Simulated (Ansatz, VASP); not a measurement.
## One calculation of Sb, two programs

Contents of INCAR:

```
SYSTEM = Sb
ALGO = Normal
EDIFF = 1E-7
ENCUT = 520
GGA = PS
ISIF = 2
ISMEAR = -1
LASPH = .TRUE.
LCHARG = .FALSE.
LREAL = .FALSE.
LWAVE = .FALSE.
NBANDS = 14
NELM = 60
PREC = Accurate
SIGMA = 0.1
```

File KPOINTS:

```
k-points
0
G
  8 8 11
  0 0 0
```

File POSCAR:

```
Sb
1.0
    5.3457521682      0.0000000000      0.0000000000
   -2.6728760841      4.6295571800      0.0000000000
    0.0000000000      0.0000000000      3.1906315510
Sb
3
Direct
    1.0000000000      0.0000000000      0.0000000000
    0.3333333333      0.6666666667      0.5000000000
    0.6666666667      0.3333333333      0.5000000000
```

Input for Ansatz:

```yaml
crystal:
  lattice:
    - [5.3457521682, 0.0, 0.0]
    - [-2.6728760841, 4.62955718, 0.0]
    - [0.0, 0.0, 3.190631551]
  atoms:
    - { symbol: Sb, position: [1.0, 0.0, 0.0] }
    - { symbol: Sb, position: [0.3333333333, 0.6666666667, 0.5] }
    - { symbol: Sb, position: [0.6666666667, 0.3333333333, 0.5] }
hamiltonian:
  xc: pbesol
  pseudopotentials:
    kind: paw
    azcp:
      Sb: "pseudopotentials/Sb.paw.azcp"
basis:
  ecutwfc: 420
  fft_grid_basis: typed
kpoints:
  mp_grid: { grid: [8, 8, 11], shift: [0, 0, 0] }
magnetization:
  spin_polarized: false
scf:
  occupations: { method: fermi_dirac, width: 0.1 }
  lower_state_search: "off"
output:
  stress: true
```

Alike in both runs: task single point; functional PBEsol; k mesh 8 × 8 × 11; occupations fermi-dirac, width 0.1 eV; no spin polarisation.

|  | VASP | Ansatz |
| --- | --- | --- |
| version | VASP 6.6.1 | Ansatz 0.2.0 |
| potentials or method | VASP PAW PBE potentials, release 64 (Sb), cutoff 520 eV | plane waves (420 eV) with PAW, scalar-relativistic |
| valence electrons in the cell | 15 | 45 |

|  | VASP | Ansatz | Ansatz less VASP |
| --- | --- | --- | --- |
| pressure (GPa) | -0.2 | -0.2 | -0.02 |
| traceless stress, the component that is largest in VASP (GPa) | -1.49 | -1.48 | +0.009 |

VASP's potentials were made for PBE, not for PBEsol, and Ansatz warns of the same on its side. VASP's potentials hold 15 valence electrons a cell and Ansatz's 45, so a difference there can come from the potentials and not from the codes.

Spin-orbit coupling is off throughout.
